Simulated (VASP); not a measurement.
TmTaSe4: single point with PBE

The system is TmTaSe4.

```
CELL_PARAMETERS angstrom
4.56874 0.00000 0.00000
0.00000 4.56874 0.00000
0.00000 0.00000 6.46763
ATOMIC_POSITIONS crystal
Tm 0.00000 0.00000 0.00000
Ta 0.50000 0.50000 0.50000
Se 0.50000 0.00000 0.74647
Se 0.00000 0.50000 0.25353
Se 0.50000 0.00000 0.25353
Se 0.00000 0.50000 0.74647
```

The cell was built from a structure type or drawn by symmetry, and may not be a known phase.

| Property | Result |
| --- | --- |
| Program | VASP 6.6.1 |
| Task | single point |
| Functional | PBE |
| Potentials or basis | VASP PAW PBE potentials, release 64 (Tm_3, Ta_pv, Se), 4f in core |
| Cutoff | 500 eV |
| k mesh | 4 × 4 × 4 |
| Occupations | gaussian, width 0.1 eV |
| Spin | collinear spin |
| Starting moments | [0.0, 1.0, 0.0, 0.0, 0.0, 0.0] μB |
| Dipole correction | no |
| Mended | yes |
| Further INCAR settings | ALGO = Normal; EDIFF = 1e-06; NBANDS = 35 |

```yaml
Pressure: 4.9 GPa
Largest_force: 0.955 eV/Å
Net_moment: 0.43 μB per cell
Site_moments: Tm +0.00; Ta +0.36; Se -0.02 μB
Valence_electrons_inside_the_program's_atomic_spheres: Tm 8.59; Ta 8.50; Se 3.90
```

Forces in eV/Å, atoms in the order of the input:
```
Tm   0.000  0.000  0.000
Ta   0.000  0.000  0.000
Se   0.000  0.000 -0.955
Se   0.000  0.000  0.955
Se   0.000  0.000  0.955
Se   0.000  0.000 -0.955
```

Stress tensor (GPa, compression positive):
```
5.28 0.00 0.00
0.00 5.28 0.00
0.00 0.00 4.22
```

Levels at points of the mesh, in eV from the Fermi level:
Spin up:
```tsv
k point	band 19	band 20	band 21	band 22	band 23	band 24	band 25	band 26
(0.00, 0.00, 0.00)	-0.74	-0.28	-0.27	-0.24	-0.24	1.08	1.21	2.35
(0.50, 0.00, 0.00)	-2.19	-1.85	-0.92	-0.34	-0.28	0.90	2.03	2.55
(0.50, 0.50, 0.00)	-1.51	-0.71	-0.52	-0.18	1.03	1.16	1.22	2.45
(0.00, 0.00, 0.50)	-0.58	-0.58	-0.52	-0.52	-0.31	-0.23	2.05	2.56
(0.50, 0.00, 0.50)	-2.67	-2.27	-2.26	-2.07	-0.20	0.38	1.48	1.54
(0.50, 0.50, 0.50)	-2.05	-0.55	-0.21	0.73	0.76	0.80	1.89	1.89
```
Spin down:
```tsv
k point	band 18	band 19	band 20	band 21	band 22	band 23	band 24	band 25	band 26	band 27
(0.00, 0.00, 0.00)	-1.31	-0.28	-0.26	-0.26	-0.22	0.03	1.06	1.29	2.55	2.80
(0.50, 0.00, 0.00)	-3.03	-2.16	-1.85	-0.87	-0.35	0.20	1.16	2.30	2.56	2.91
(0.50, 0.50, 0.00)	-1.45	-1.45	-0.72	-0.17	0.06	1.01	1.14	1.54	2.56	2.56
(0.00, 0.00, 0.50)	-2.27	-0.56	-0.56	-0.53	-0.53	0.09	0.22	2.08	2.56	2.95
(0.50, 0.00, 0.50)	-2.72	-2.66	-2.28	-2.27	-2.08	0.32	0.65	1.60	1.61	3.02
(0.50, 0.50, 0.50)	-2.84	-1.90	-0.56	0.34	0.70	0.78	1.04	2.03	2.03	2.68
```

Wall time 2 min on 1 thread of Intel(R) Xeon(R) 6975P-C (Granite Rapids) (shared host), peak memory 0.36 GiB.

Caveat: the magnetic or orbital state may not be the lowest; the cell stands under pressure; spin-orbit coupling is left out, which moves the levels of the heavy elements; the 4f electrons are frozen in the core, so they carry no moment and show no levels. With open d or f shells a metallic result of PBE can be an artefact of self-interaction; +U or a hybrid may open a gap.
